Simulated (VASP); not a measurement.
Here is a VASP 6.6.1 calculation.

Contents of INCAR:

```
PREC     = Accurate       # precision mode
ENCUT    = 520            # plane-wave cutoff, eV
EDIFF    = 1E-6           # SCF threshold, eV
ISMEAR   = -1             # smearing method
SIGMA    = 0.1            # smearing width, eV
LREAL    = False          # projectors in reciprocal space
LASPH    = True           # aspherical terms in the spheres
NELM     = 80             # most SCF steps
ALGO     = Normal         # electronic algorithm
ISIF     = 2              # what is computed and relaxed
LWAVE    = False          # write WAVECAR
LCHARG   = False          # write CHGCAR
NBANDS   = 9              # bands
```

File KPOINTS:

```
Automatic mesh
0
Gamma
  19 19 19
```

Contents of POSCAR:

```
Te
1.0
    0.0000000000      2.2996464236      2.2996464236
    2.2996464236      0.0000000000      2.2996464236
    2.2996464236      2.2996464236      0.0000000000
Te
1
Direct
    0.0000000000      0.0000000000      0.0000000000
```

Potentials or basis: VASP PAW LDA potentials, release 64 (Te).

The run is started by

```console
$ cat potpaw_LDA.64/Te/POTCAR > POTCAR
$ mpirun -np 1 vasp_std > vasp.out
```

(1) What does it give for the pressure?

(2) What does it give for the band gap on the k mesh?

## Answers

(1) 6.7 GPa.

(2) zero (bands 3 and 4 overlap by 6.37 eV).

Caveat: the cell stands under pressure; spin-orbit coupling is left out, which moves the levels of the heavy elements.
